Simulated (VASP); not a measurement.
Write the native input for VASP 6.6.1 that does the following.

```yaml
Task: single point
Functional: PBEsol
Potentials_or_basis: VASP PAW PBE potentials, release 64 (Si)
Cutoff: 520 eV
k_mesh: 12 × 12 × 12
Occupations: gaussian, width 0.03 eV
Spin: no spin polarisation
Dipole_correction: no
Further_INCAR_settings: ALGO = Normal; EDIFF = 1e-07; NBANDS = 16
```

The structure of Si lies in POSCAR:

```
Si
1.0
   -3.3818795677      3.3818795677      1.8022036216
    3.3818795677     -3.3818795677      1.8022036216
    3.3818795677      3.3818795677     -1.8022036216
Si
4
Direct
    0.1787304307      0.1787304307      0.3574608614
    0.8212695693      0.8212695693      0.6425391386
    0.1787304307      0.8212695693      0.0000000000
    0.8212695693      0.1787304307      0.0000000000
```

These files were run (other wordings do the same):

INCAR

```
SYSTEM = Si
ALGO     = Normal         ! electronic algorithm
EDIFF    = 1E-7           ! SCF threshold, eV
ENCUT    = 520            ! plane-wave cutoff, eV
GGA      = PS             ! functional
ISIF     = 2              ! what is computed and relaxed
ISMEAR   = 0              ! smearing method
LASPH    = .TRUE.         ! aspherical terms in the spheres
LCHARG   = .FALSE.        ! write CHGCAR
LREAL    = .FALSE.        ! projectors in reciprocal space
LWAVE    = .FALSE.        ! write WAVECAR
NBANDS   = 16             ! bands
NELM     = 80             ! most SCF steps
PREC     = Accurate       ! precision mode
SIGMA    = 0.03           ! smearing width, eV
```

KPOINTS

```
k-points
0
G
  12 12 12
  0 0 0
```

Potentials or basis: VASP PAW PBE potentials, release 64 (Si).

Launch:

```console
$ cat potpaw_PBE.64/Si/POTCAR > POTCAR
$ mpirun -np 1 vasp_std > vasp.out
```

It gave:

The pressure is 3.5 GPa. The largest force is 0.951 eV/Å and the band gap on the k mesh is zero (bands 8 and 9 overlap by 0.13 eV).

Caveat: the stress differs along the axes, from -2 to 14 GPa; semilocal functionals underestimate gaps, and a narrow one can read as zero; the PAW data sets were made with another functional, which shifts forces and pressure a little.

Run time: 4 min on 1 thread of Intel Xeon 8259CL, with other jobs on the host, peak memory 0.33 GiB.
